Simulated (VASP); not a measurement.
# TiAl3 (I4/mmm) in VASP: single point with r2SCAN

Aim: the single point of TiAl3 with r2SCAN.

Program: VASP 6.6.1. These are calculated values, not measurements. Logs are shortened: lines on timing, memory, paths and dates and some standing lists are left out, and cuts for length are marked.

### 1 The cell of the first run

Symmetry: I4/mmm, No. 139, tetragonal system. Conventional cell: a = 3.815 Å, b = 3.815 Å, c = 8.553 Å, α = 90.00°, β = 90.00°, γ = 90.00°. Ti (site symmetry 4/mmm) has 12 Al at 2.70 to 2.87 Å within 3.6 Å. Within 3.6 Å of Al (site symmetry 4/mmm) lie 4 Ti at 2.70 Å and 8 Al at 2.87 Å. Within 3.6 Å of Al (site symmetry -4m2) lie 8 Al at 2.70 to 2.87 Å and 4 Ti at 2.87 Å.

### 2 Single point, r2SCAN

File POSCAR:

```
TiAl3
1.0
   -1.9076016043      1.9076016043      4.2766308029
    1.9076016043     -1.9076016043      4.2766308029
    1.9076016043      1.9076016043     -4.2766308029
Ti Al
1 3
Direct
    0.0000000000      0.0000000000      0.0000000000
    0.5000000000      0.5000000000      0.0000000000
    0.7500000000      0.2500000000      0.5000000000
    0.2500000000      0.7500000000      0.5000000000
```

File INCAR.step1:

```
SYSTEM = TiAl3
  ALGO = Normal
  EDIFF = 1E-4
  ENCUT = 520
  GGA = PE
  ISMEAR = 0
  LASPH = .True.
  LCHARG = .False.
  LREAL = .False.
  LWAVE = .True.
  NBANDS = 18
  NELM = 60
  PREC = Accurate
  SIGMA = 0.1
```

File INCAR.step2:

```
SYSTEM = TiAl3
  ALGO = Normal
  EDIFF = 1E-6
  ENCUT = 520
  ISIF = 2
  ISMEAR = 0
  ISTART = 1
  LASPH = .True.
  LCHARG = .True.
  LELF = .True.
  LMIXTAU = .True.
  LREAL = .False.
  LVHAR = .True.
  LWAVE = .False.
  METAGGA = R2SCAN
  NBANDS = 18
  NELM = 60
  PREC = Accurate
  SIGMA = 0.1
```

File KPOINTS:

```
k-points
0
Gamma
  16 16 16
  0 0 0
```

Potentials or basis: VASP PAW PBE potentials, release 64 (Ti_sv, Al).

The run is started by

```console
cat potpaw_PBE.64/Ti_sv/POTCAR potpaw_PBE.64/Al/POTCAR > POTCAR
cp INCAR.step1 INCAR
mpirun -np 1 vasp_std > vasp.out
cp INCAR.step2 INCAR
mpirun -np 1 vasp_std > vasp.out
```

OUTCAR:

```text
SYSTEM = TiAl3
   EDIFF = 1E-6
   ENCUT = 520
   ISIF = 2
   ISMEAR = 0
   ISTART = 1
   LASPH = .True.
   LREAL = .False.
   METAGGA = R2SCAN
   NELM = 60
   PREC = Accurate

 ion  position               nearest neighbor table
   1  0.000  0.000  0.000-   2 2.70   2 2.70   2 2.70   2 2.70   4 2.87   3 2.87   4 2.87   4 2.87
                             3 2.87   3 2.87   4 2.87   3 2.87
   2  0.500  0.500  0.000-   1 2.70   1 2.70   1 2.70   1 2.70   4 2.87   3 2.87   4 2.87   3 2.87
                             4 2.87   4 2.87   3 2.87   3 2.87
   3  0.750  0.250  0.500-   4 2.70   4 2.70   4 2.70   4 2.70   2 2.87   1 2.87   2 2.87   1 2.87
                             2 2.87   2 2.87   1 2.87   1 2.87
   4  0.250  0.750  0.500-   3 2.70   3 2.70   3 2.70   3 2.70   2 2.87   1 2.87   2 2.87   2 2.87
                             1 2.87   1 2.87   2 2.87   1 2.87

  LATTYP: Found a body centered tetragonal cell.
 ALAT       =     3.8152032086
 C/A-ratio  =     2.2418888689

  Lattice vectors:

 A1 = (  -1.9076016043,   1.9076016043,   4.2766308029)
 A2 = (   1.9076016043,  -1.9076016043,   4.2766308029)
 A3 = (   1.9076016043,   1.9076016043,  -4.2766308029)

Analysis of symmetry for initial positions (statically):
=====================================================================
 Subroutine PRICEL returns:
 Original cell was already a primitive cell.

 Routine SETGRP: Setting up the symmetry group for a
 body centered tetragonal supercell.

 Subroutine GETGRP returns: Found 16 space group operations
 (whereof 16 operations were pure point group operations)
 out of a pool of 16 trial point group operations.

The static configuration has the point symmetry D_4h.

Analysis of symmetry for dynamics (positions and initial velocities):
=====================================================================
 Subroutine PRICEL returns:
 Original cell was already a primitive cell.

 Routine SETGRP: Setting up the symmetry group for a
 body centered tetragonal supercell.

 Subroutine GETGRP returns: Found 16 space group operations
 (whereof 16 operations were pure point group operations)
 out of a pool of 16 trial point group operations.

The dynamic configuration has the point symmetry D_4h.

 Subroutine INISYM returns: Found 16 space group operations
 (whereof 16 operations are pure point group operations),
 and found     1 'primitive' translations

----------------------------------------------------------------------------------------

                                     Primitive cell

  volume of cell :      62.2497

  direct lattice vectors                    reciprocal lattice vectors
    -1.907601604  1.907601604  4.276630803     0.000000000  0.262109236  0.116914464
     1.907601604 -1.907601604  4.276630803     0.262109236  0.000000000  0.116914464
     1.907601604  1.907601604 -4.276630803     0.262109236  0.262109236  0.000000000

  length of vectors
     5.056427473  5.056427473  5.056427473     0.287002167  0.287002167  0.370678437

  position of ions in fractional coordinates (direct lattice)
     0.000000000  0.000000000  0.000000000
     0.500000000  0.500000000  0.000000000
     0.750000000  0.250000000  0.500000000
     0.250000000  0.750000000  0.500000000

  ion indices of the primitive-cell ions
   primitive index   ion index
                 1           1
                 2           2
                 3           3
                 4           4

----------------------------------------------------------------------------------------

 KPOINTS: k-points

Automatic generation of k-mesh.
 Grid dimensions read from file:
 generate k-points for:   16   16   16

 Generating k-lattice:

  Cartesian coordinates                     Fractional coordinates (reciprocal lattice)
     0.000000000  0.016381827  0.007307154     0.062500000  0.000000000  0.000000000
     0.016381827  0.000000000  0.007307154     0.000000000  0.062500000  0.000000000
     0.016381827  0.016381827  0.000000000     0.000000000  0.000000000  0.062500000

  Length of vectors
     0.017937635  0.017937635  0.023167402

  Shift w.r.t. Gamma in fractional coordinates (k-lattice)
     0.000000000  0.000000000  0.000000000

 Subroutine IBZKPT returns following result:
 ===========================================

 Found    349 irreducible k-points:

 Following reciprocal coordinates:
            Coordinates               Weight
  0.000000  0.000000  0.000000      1.000000
  0.062500  0.000000 -0.000000      8.000000
  0.125000  0.000000 -0.000000      8.000000
  0.187500  0.000000 -0.000000      8.000000
  0.250000  0.000000 -0.000000      8.000000
  0.312500  0.000000 -0.000000      8.000000
[... 16 lines left out ...]
 -0.125000  0.062500  0.000000     16.000000
 -0.062500  0.062500  0.000000      4.000000
 [... further k-points ...]
   k-points           NKPTS =    349   k-points in BZ     NKDIM =    349   number of bands    NBANDS=     18
   number of dos      NEDOS =    301   number of ions     NIONS =      4
   total plane-waves  NPLWV =  64000
   dimension x,y,z NGX =    40 NGY =   40 NGZ =   40
   dimension x,y,z NGXF=    80 NGYF=   80 NGZF=   80
   ions per type =               1   3
   NGX,Y,Z   is equivalent  to a cutoff of  13.15, 13.15, 13.15 a.u.
   NGXF,Y,Z  is equivalent  to a cutoff of  26.30, 26.30, 26.30 a.u.
 SYSTEM =  TiAl3
   PREC   = accura    normal or accurate (medium, high low for compatibility)
   ISTART =      1    job   : 0-new  1-cont  2-samecut
   ICHARG =      0    charge: 1-file 2-atom 10-const
   ISPIN  =      1    spin polarized calculation?
   LNONCOLLINEAR =      F non collinear calculations
   LSORBIT =      F    spin-orbit coupling
   LASPH  =      T    aspherical Exc in radial PAW
   ENCUT  =  520.0 eV  38.22 Ry    6.18 a.u.   9.40  9.40  9.40*2*pi/ulx,y,z
   NELM   =     60;   NELMIN=  2; NELMDL=  0     # of ELM steps
   EDIFF  = 0.1E-05   stopping-criterion for ELM
   LREAL  =      F    real-space projection
   EDIFFG = 0.1E-04   stopping-criterion for IOM
   NSW    =      0    number of steps for IOM
   IBRION =     -1    ionic relax: 0-MD 1-quasi-New 2-CG
   NFREE  =      0    steps in history (QN), initial steepest desc. (CG)
   ISIF   =      2    stress and relaxation
   ISYM   =      2    0-nonsym 1-usesym 2-fastsym
   POTIM  = 0.5000    time-step for ionic-motion
   TEBEG  =    0.0;   TEEND  =   0.0 temperature during run
   PSTRESS=    0.0 pullay stress
   NELECT =      21.0000    total number of electrons
   NUPDOWN=      -1.0000    fix difference up-down
   EMIN   =  10.00;   EMAX   =-10.00  energy-range for DOS
   EFERMI =   0.00;   METHOD = LEGACY
   ISMEAR =     0;   SIGMA  =   0.10  broadening in eV -4-tet -1-fermi 0-gaus
   EFERMI_NEDOS =   21; number of points for ismear=-14 and -15
   IALGO  =     38    algorithm
   IMIX   =      4    mixing-type and parameters
     AMIX     =   0.40;   BMIX     =  1.00
     AMIX_MAG =   1.60;   BMIX_MAG =  1.00
  volume/ion in A,a.u.               =      15.56       105.02
  Fermi-wavevector in a.u.,A,eV,Ry     =   1.139643  2.153613 17.671064  1.298787
  Thomas-Fermi vector in A             =   2.276346
   LORBIT       =      0    0 simple, 1 ext, 2 COOP (PROOUT), +10 PAW based schemes
   METAGGA = R2SCAN    functional components
   LHFCALC =     F    Hartree Fock is set to
   AEXX    =    0.0000 exact exchange contribution
   IVDW    =     0    specifies the selected vdW correction
   LEPSILON=     F    determine dielectric tensor
   LRPA    =     F    only Hartree local field effects (RPA)
 non-spin polarized calculation
 Gauss-broadening in eV      SIGMA  =   0.10
  energy-cutoff  :      520.00
  volume of cell :       62.25
 maximum number of plane-waves:      1696
 NGX is ok and might be reduce to    40
   NGX = 19   NGY = 19   NGZ = 19

 number of electron      20.9999999 magnetization

 Free energy of the ion-electron system (eV)
  ---------------------------------------------------
  ext. energy  EPLUGINS =         0.00000000
  ---------------------------------------------------
  free energy    TOTEN  =       -34.91007888 eV

  energy without entropy =      -34.90194236  energy(sigma->0) =      -34.90601062

 E-fermi :   8.4175     XC(G=0): -11.5771

 val. band max:        8.4078232552   @ k =  -0.3750   0.5000   0.2500
 cond. band min:       8.4211254049   @ k =  -0.1875   0.2500   0.1875
 fundamental gap:      0.0133021497
 Fermi energy:         8.4174691262

 k-point     1 :       0.0000    0.0000    0.0000
  band No.  band energies     occupation
      1     -50.3798      2.00000
      2     -25.6532      2.00000
      3     -25.6532      2.00000
      4     -25.5821      2.00000
      5      -2.3620      2.00000
      6       5.4277      2.00000
[... 10 lines left out ...]
     17      12.5099      0.00000
     18      12.5268      0.00000

 k-point     2 :       0.0625    0.0000   -0.0000
  band No.  band energies     occupation
      1     -50.3797      2.00000
      2     -25.6544      2.00000
      3     -25.6531      2.00000
      4     -25.5821      2.00000
      5      -2.3101      2.00000
      6       5.0694      2.00000
[... 10 lines left out ...]
     17      12.5366      0.00000
     18      12.8151      0.00000

 k-point     3 :       0.1250    0.0000   -0.0000
  band No.  band energies     occupation
      1     -50.3796      2.00000
      2     -25.6578      2.00000
      3     -25.6529      2.00000
      4     -25.5819      2.00000
      5      -2.1549      2.00000
      6       4.7009      2.00000
[... 10 lines left out ...]
     17      12.5917      0.00000
     18      13.5403      0.00000

 k-point     4 :       0.1875    0.0000   -0.0000
  band No.  band energies     occupation
      1     -50.3793      2.00000
      2     -25.6629      2.00000
      3     -25.6526      2.00000
      4     -25.5817      2.00000
      5      -1.8983      2.00000
      6       4.3199      2.00000
[... 375 lines left out ...]
      4     -25.5815      2.00000
      5      -1.8973      2.00000
      6       4.6444      2.00000
[... 10 lines left out ...]
     17      12.9667      0.00000
     18      14.3852      0.00000

 k-point    23 :      -0.1250    0.0625    0.0000
  band No.  band energies     occupation
      1     -50.3795      2.00000
      2     -25.6577      2.00000
      3     -25.6541      2.00000
      4     -25.5817      2.00000
      5      -2.1372      2.00000
      6       5.0862      2.00000
[... 10 lines left out ...]
     17      12.7972      0.00000
     18      13.5643      0.00000

 k-point    24 :      -0.0625    0.0625    0.0000
  band No.  band energies     occupation
      1     -50.3797      2.00000
      2     -25.6544      2.00000
      3     -25.6542      2.00000
      4     -25.5820      2.00000
      5      -2.2753      2.00000
      6       5.4586      2.00000
[... 10 lines left out ...]
     17      12.6810      0.00000
     18      12.8879      0.00000

 [... further k-points ...]

------------------------ aborting loop because EDIFF is reached ----------------------------------------

  FORCE on cell =-STRESS in cart. coord.  units (eV):
  Direction    XX          YY          ZZ          XY          YZ          ZX
  --------------------------------------------------------------------------------------
  -------------------------------------------------------------------------------------
  Total        0.2434015      0.2434015      0.1565617      0.0000000      0.0000000      0.0000000
  in kB        6.2646486      6.2646486      4.0295725      0.0000000      0.0000000      0.0000000
  external PRESSURE =       5.5196232 kB  Pullay stress =       0.0000000 kB

 VOLUME and BASIS-vectors are now :
 -----------------------------------------------------------------------------
  energy-cutoff  :      520.00
  volume of cell :       62.25
      direct lattice vectors                 reciprocal lattice vectors
    -1.907601604  1.907601604  4.276630803     0.000000000  0.262109236  0.116914464
     1.907601604 -1.907601604  4.276630803     0.262109236  0.000000000  0.116914464
     1.907601604  1.907601604 -4.276630803     0.262109236  0.262109236  0.000000000

 POSITION                                       TOTAL-FORCE (eV/Angst)
 -----------------------------------------------------------------------------------
      0.00000      0.00000      0.00000         0.000000     -0.000000      0.000000
      0.00000      0.00000      4.27663         0.000000     -0.000000      0.000000
      0.00000      1.90760      2.13832        -0.000000      0.000000     -0.000000
      1.90760      0.00000      2.13832         0.000000     -0.000000     -0.000000
 -----------------------------------------------------------------------------------
    total drift:                               -0.000000     -0.000000     -0.000000

  FREE ENERGIE OF THE ION-ELECTRON SYSTEM (eV)
  ---------------------------------------------------
  free  energy   TOTEN  =       -34.9100788783 eV

  energy  without entropy=      -34.9019423625  energy(sigma->0) =      -34.90601062
```

Wall time 51 min (1 thread of Intel Xeon 8259CL, shared host); peak memory 0.53 GiB.

Results:

```
Free energy            : -34.9101 eV
Pressure               : 0.6 GPa
Band gap on the k mesh : zero (an odd number of electrons rules out a gap without spin polarisation)
```

Stress tensor (GPa, compression positive):
```
0.63 0.00 0.00
0.00 0.63 0.00
0.00 0.00 0.40
```

Caveat: the PAW data sets were made with another functional, which shifts forces and pressure a little.
